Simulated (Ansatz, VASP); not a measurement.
**Re: VASP beside Ansatz**

INCAR

```
SYSTEM = Re
ALGO     = Normal         ! electronic algorithm
EDIFF    = 1E-6           ! SCF threshold, eV
ENCUT    = 560            ! plane-wave cutoff, eV
GGA      = PE             ! functional
GGA_COMPAT= .False.      
ISIF     = 2              ! what is computed and relaxed
ISMEAR   = 0              ! smearing method
LASPH    = .True.         ! aspherical terms in the spheres
LCHARG   = .True.         ! write CHGCAR
LELF     = .True.         ! ELF
LREAL    = .False.        ! projectors in reciprocal space
LVHAR    = .True.       
LWAVE    = .False.        ! write WAVECAR
NBANDS   = 14             ! bands
NELM     = 120            ! most SCF steps
PREC     = Accurate       ! precision mode
SIGMA    = 0.15           ! smearing width, eV
```

Contents of KPOINTS:

```
k-points
0
Gamma
  10 10 10
  0 0 0
```

POSCAR

```
Re
1.0
    0.0000000000      2.3087816547      1.4526854171
    2.3087816547      0.0000000000      1.4526854171
    2.3087816547      2.3087816547      0.0000000000
Re
1
Direct
    0.0000000000      0.0000000000      0.0000000000
```

Input for Ansatz:

```yaml
crystal:
  lattice:
    - [0.0, 2.3087816547, 1.4526854171]
    - [2.3087816547, 0.0, 1.4526854171]
    - [2.3087816547, 2.3087816547, 0.0]
  atoms:
    - { symbol: Re, position: [0.0, 0.0, 0.0] }
basis:
  ecutwfc: 420
kpoints:
  mp_grid: { grid: [10, 10, 10] }
hamiltonian:
  xc: pbe
scf:
  occupations: { method: gaussian, width: 0.15 }
output:
  forces: true
  stress: true
  eigenvalues: true
```

Alike in both runs: task single point; functional PBE; k mesh 10 × 10 × 10; occupations gaussian, width 0.15 eV; no spin polarisation.

|  | VASP | Ansatz |
| --- | --- | --- |
| version | VASP 6.6.1 | Ansatz 0.2.0 |
| potentials or method | VASP PAW PBE potentials, release 64 (Re_sv_GW), cutoff 560 eV | scalar-relativistic, plane waves, PAW |
| valence electrons in the cell | 15 | 15 |

VASP gave:

| Item | Value |
| --- | --- |
| gap on the k mesh at the Fermi level (eV) | none |
| pressure (GPa) | -9.1 |
| traceless stress, the component that is largest in VASP (GPa) | 3.00 |

Task: Estimate Ansatz's values.

Result: gap on the k mesh at the Fermi level (eV): none; pressure (GPa): -7.7; traceless stress, the component that is largest in VASP (GPa): 3.02.

A gap of «none» marks a metal or a gap that the smearing closes. The functional is the same, so the differences come from potentials, cutoffs and numerics.

Spin-orbit coupling is off throughout.
